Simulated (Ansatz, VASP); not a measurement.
## One calculation of CdF2, two programs

Contents of INCAR:

```
SYSTEM = CdF2
ALGO = Normal ; EDIFF = 1E-6
ENCUT = 520 ; GGA = CA
ISIF = 2 ; ISMEAR = -1
LASPH = .True. ; LCHARG = .True.
LELF = .True. ; LREAL = .False.
LVHAR = .True. ; LWAVE = .False.
NBANDS = 20 ; NELM = 80
PREC = Accurate ; SIGMA = 0.02
```

KPOINTS

```
k-points
0
Gamma
  8 8 8
  0 0 0
```

Contents of POSCAR:

```
CdF2
1.0
    0.0000000000      2.7294514339      2.7294514339
    2.7294514339      0.0000000000      2.7294514339
    2.7294514339      2.7294514339      0.0000000000
Cd F
1 2
Direct
    0.0000000000      0.0000000000      0.0000000000
    0.2500000000      0.2500000000      0.2500000000
    0.7500000000      0.7500000000      0.7500000000
```

Input for Ansatz:

```yaml
crystal:
  lattice:
    - [0.0, 2.7294514339, 2.7294514339]
    - [2.7294514339, 0.0, 2.7294514339]
    - [2.7294514339, 2.7294514339, 0.0]
  atoms:
    - { symbol: Cd, position: [0.0, 0.0, 0.0] }
    - { symbol: F, position: [0.25, 0.25, 0.25] }
    - { symbol: F, position: [0.75, 0.75, 0.75] }
kpoints:
  mp_grid: { grid: [8, 8, 8] }
  band_path:
    path:
      - [0.0, 0.0, 0.0]
      - [0.5, 0.0, 0.5]
      - [0.625, 0.25, 0.625]
      - [0.375, 0.375, 0.75]
      - [0.0, 0.0, 0.0]
      - [0.5, 0.5, 0.5]
      - [0.5, 0.25, 0.75]
      - [0.5, 0.0, 0.5]
    npoints: 5
scf:
  occupations: { method: fermi_dirac, width: 0.02 }
hamiltonian:
  xc: lda
  pseudopotentials: { kind: all_electron, lapw: { basis_error: 0.001 } }
output:
  forces: true
  stress: true
  eigenvalues: true
```

Change from the starting cell: volume scaled by 1.04.

Alike in both runs: task single point; functional LDA; k mesh 8 × 8 × 8; occupations fermi-dirac, width 0.02 eV; no spin polarisation.

```csv
,VASP,Ansatz
version,VASP 6.6.1,Ansatz 0.2.0
potentials or method,"VASP PAW LDA potentials, release 64 (Cd, F), cutoff 520 eV","all-electron LAPW, scalar-relativistic"
```

|  | VASP | Ansatz | Ansatz less VASP |
| --- | --- | --- | --- |
| gap on the k mesh at the Fermi level (eV) | 2.66 | 2.66 | -0.003 |
| pressure (GPa) | -8.4 | -9.2 | -0.78 |

LDA's correlation is that of Perdew and Zunger in VASP and of Perdew and Wang (1992) in Ansatz. Ansatz ran all-electron here, and VASP with PAW potentials.
